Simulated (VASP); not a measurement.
Wanted: the native input for a VASP 6.6.1 run.

* Task: relaxation of cell and atoms
* Functional: PBE
* Potentials or basis: VASP PAW PBE potentials, release 64 (Mg, Zn, S)
* Cutoff: 600 eV
* k mesh: 3 × 3 × 6
* Occupations: gaussian, width 0.1 eV
* Spin: no spin polarisation
* Dipole correction: no
* Further INCAR settings: ALGO = Normal; EDIFF = 1e-06; IBRION = 2; EDIFFG = -0.04; NSW = 90; ISIF = 3

The structure of Mg2ZnS3 lies in POSCAR:

```
Mg2ZnS3
1.0
    6.4993871813      0.0000000000      0.0000000000
   -3.2496935907      5.6286344080      0.0000000000
    0.0000000000      0.0000000000      3.5371393186
Mg Zn S
2 1 3
Direct
    0.3333333333      0.6666666667      0.0000000000
    0.6666666667      0.3333333333      0.0000000000
    0.0000000000      0.0000000000      0.0000000000
    0.5000000000      0.0000000000      0.5000000000
    0.0000000000      0.5000000000      0.5000000000
    0.5000000000      0.5000000000      0.5000000000
```

The input as run:

INCAR

```
PREC     = Accurate       # precision mode
ENCUT    = 600            # plane-wave cutoff, eV
EDIFF    = 1E-6           # SCF threshold, eV
ISMEAR   = 0              # smearing method
SIGMA    = 0.1            # smearing width, eV
LREAL    = False          # projectors in reciprocal space
LASPH    = True           # aspherical terms in the spheres
NELM     = 100            # most SCF steps
ALGO     = Normal         # electronic algorithm
ISIF     = 3              # what is computed and relaxed
LWAVE    = False          # write WAVECAR
LCHARG   = False          # write CHGCAR
GGA      = PE             # functional
IBRION   = 2              # ionic algorithm
NSW      = 90             # ionic steps
EDIFFG   = -0.04          # ionic threshold
```

KPOINTS

```
regular mesh
0
Gamma
  3 3 6
```

Potentials or basis: VASP PAW PBE potentials, release 64 (Mg, Zn, S).

Launch:

```console
$ cat potpaw_PBE.64/Mg/POTCAR potpaw_PBE.64/Zn/POTCAR potpaw_PBE.64/S/POTCAR > POTCAR
$ mpirun -np 1 vasp_std > vasp.out
```

It gave:

| Item | Value |
| --- | --- |
| Relaxed volume | 21.13 Å³/atom |
| Relaxed cell | a = 6.388 Å, b = 6.388 Å, c = 3.588 Å, α = 90.00°, β = 90.00°, γ = 120.00° |
| Space group after relaxing (to 0.05 Å) | P6/mmm (No. 191) |
| Energy gained by relaxing | 2.3 meV/atom |
| Ionic steps | 5 |
| Pressure after relaxing | 0.0 GPa |
| Band gap on the k mesh | zero (band 17 reaches 2.86 eV, above the bottom of band 18 at 2.11 eV) |

Caveat: the k points lie up to 0.38 Å⁻¹ apart in the final cell.

Wall time 2.7 min on 1 thread of Intel(R) Xeon(R) Platinum 8259CL CPU @ 2.50GHz (Skylake/Cascade Lake) (shared host), peak memory 0.3 GiB.
